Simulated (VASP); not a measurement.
Write the native input for VASP 6.6.1 that does the following.

```yaml
Task: single point
Functional: r2SCAN
Potentials_or_basis: VASP PAW PBE potentials, release 64 (Ag)
Cutoff: 520 eV
k_mesh: 18 × 18 × 10
Occupations: gaussian, width 0.15 eV
Spin: no spin polarisation
Dipole_correction: no
Further_INCAR_settings: ALGO = Normal; EDIFF = 1e-06; NBANDS = 18
```

Ag:

```
CELL_PARAMETERS angstrom
3.04720 0.00000 0.00000
-1.52360 2.63895 0.00000
0.00000 0.00000 4.79000
ATOMIC_POSITIONS crystal
Ag 0.33333 0.66667 0.25000
Ag 0.66667 0.33333 0.75000
```

This cell differs from its parent crystal: strain +0.040 along x and y, +0.000 along z.

These files were run (other wordings do the same):

POSCAR

```
Ag
1.0
    3.0471980036      0.0000000000      0.0000000000
   -1.5235990018      2.6389508815      0.0000000000
    0.0000000000      0.0000000000      4.7900000000
Ag
2
Direct
    0.3333333333      0.6666666667      0.2500000000
    0.6666666667      0.3333333333      0.7500000000
```

INCAR.step1

```
SYSTEM = Ag
ALGO     = Normal         ! electronic algorithm
EDIFF    = 1E-4           ! SCF threshold, eV
ENCUT    = 520            ! plane-wave cutoff, eV
GGA      = PE             ! functional
ISMEAR   = 0              ! smearing method
LASPH    = .True.         ! aspherical terms in the spheres
LCHARG   = .False.        ! write CHGCAR
LREAL    = .False.        ! projectors in reciprocal space
LWAVE    = .True.         ! write WAVECAR
NBANDS   = 18             ! bands
NELM     = 60             ! most SCF steps
PREC     = Accurate       ! precision mode
SIGMA    = 0.15           ! smearing width, eV
```

INCAR.step2

```
SYSTEM = Ag
ALGO     = Normal         ! electronic algorithm
EDIFF    = 1E-6           ! SCF threshold, eV
ENCUT    = 520            ! plane-wave cutoff, eV
ISIF     = 2              ! what is computed and relaxed
ISMEAR   = 0              ! smearing method
ISTART   = 1            
LASPH    = .True.         ! aspherical terms in the spheres
LCHARG   = .False.        ! write CHGCAR
LMIXTAU  = .True.       
LREAL    = .False.        ! projectors in reciprocal space
LWAVE    = .False.        ! write WAVECAR
METAGGA  = R2SCAN         ! meta-GGA
NBANDS   = 18             ! bands
NELM     = 60             ! most SCF steps
PREC     = Accurate       ! precision mode
SIGMA    = 0.15           ! smearing width, eV
```

KPOINTS

```
k-points
0
Gamma
  18 18 10
  0 0 0
```

Potentials or basis: VASP PAW PBE potentials, release 64 (Ag).

The run is started by

```bash
$ cat potpaw_PBE.64/Ag/POTCAR > POTCAR
$ cp INCAR.step1 INCAR
$ mpirun -np 1 vasp_std > vasp.out
$ cp INCAR.step2 INCAR
$ mpirun -np 1 vasp_std > vasp.out
```

It gave:

* Pressure: -7.9 GPa
* Band gap on the k mesh: zero (bands 11 and 12 overlap by 7.38 eV)

Caveat: the cell differs from its parent crystal (strain +0.040 along x and y, +0.000 along z); the cell stands under tension; the PAW data sets were made with another functional, which shifts forces and pressure a little.

It took 3.1 min on 1 thread of Intel(R) Xeon(R) Platinum 8488C (Sapphire Rapids) (shared host), peak memory 0.26 GiB.
